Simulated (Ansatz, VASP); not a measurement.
MgO: VASP beside Ansatz

```
CELL_PARAMETERS angstrom
0.00000 2.30633 2.30633
2.30633 0.00000 2.30633
2.30633 2.30633 0.00000
ATOMIC_POSITIONS crystal
Mg 0.00000 0.00000 0.00000
O 0.25000 0.25000 0.25000
```

Alike in both runs: functional PBE; k mesh 8 × 8 × 8; occupations gaussian, width 0.02 eV; no spin polarisation.

Ansatz relaxed the structure, and its values are those at the end. VASP's run is a single point on that final structure, the one shown.

|  | VASP | Ansatz |
| --- | --- | --- |
| version | VASP 6.6.1 | Ansatz 0.2.0 |
| potentials or method | VASP PAW PBE potentials, release 64 (Mg, O), cutoff 600 eV | scalar-relativistic, plane waves, PAW |
| valence electrons in the cell | 8 | 16 |

VASP gave:

* gap on the k mesh at the Fermi level (eV): 3.47
* least direct gap on the mesh (eV): 3.47
* pressure (GPa): -0.6

**Question.** Which values does Ansatz return?

**Answer.** gap on the k mesh at the Fermi level (eV): 3.48; least direct gap on the mesh (eV): 3.48; pressure (GPa): 0.0.

VASP's potentials hold 8 valence electrons a cell and Ansatz's 16, so a difference there can come from the potentials and not from the codes.
